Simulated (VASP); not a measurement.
# Rb: single point with r2SCAN

Crystal: Rb.

```
CELL_PARAMETERS angstrom
-2.86772 2.86772 2.86772
2.86772 -2.86772 2.86772
2.86772 2.86772 -2.86772
ATOMIC_POSITIONS crystal
Rb 0.00000 0.00000 0.00000
```

```yaml
Program: VASP 6.6.1
Task: single point
Functional: r2SCAN
Potentials_or_basis: VASP PAW PBE potentials, release 64 (Rb_sv)
Cutoff: 520 eV
k_mesh: 13 × 13 × 13
Occupations: fermi-dirac, width 0.1 eV
Spin: no spin polarisation
Dipole_correction: no
Further_INCAR_settings: ALGO = Normal; EDIFF = 1e-06; NBANDS = 10
```

* Pressure: 0.0 GPa
* Band gap on the k mesh: zero (an odd number of electrons rules out a gap without spin polarisation)

Levels at points of the mesh, in eV from the Fermi level:
| k point | band 1 | band 2 | band 3 | band 4 | band 5 | band 6 | band 7 | band 8 | band 9 |
| --- | --- | --- | --- | --- | --- | --- | --- | --- | --- |
| (0.00, 0.00, 0.00) | -30.11 | -13.60 | -13.60 | -13.60 | -2.05 | 4.07 | 4.07 | 4.07 | 5.03 |

It took 8.6 min on 1 thread of Intel Xeon 8259CL, with other jobs on the host, peak memory 0.29 GiB.

Caveat: the PAW data sets were made with another functional, which shifts forces and pressure a little.
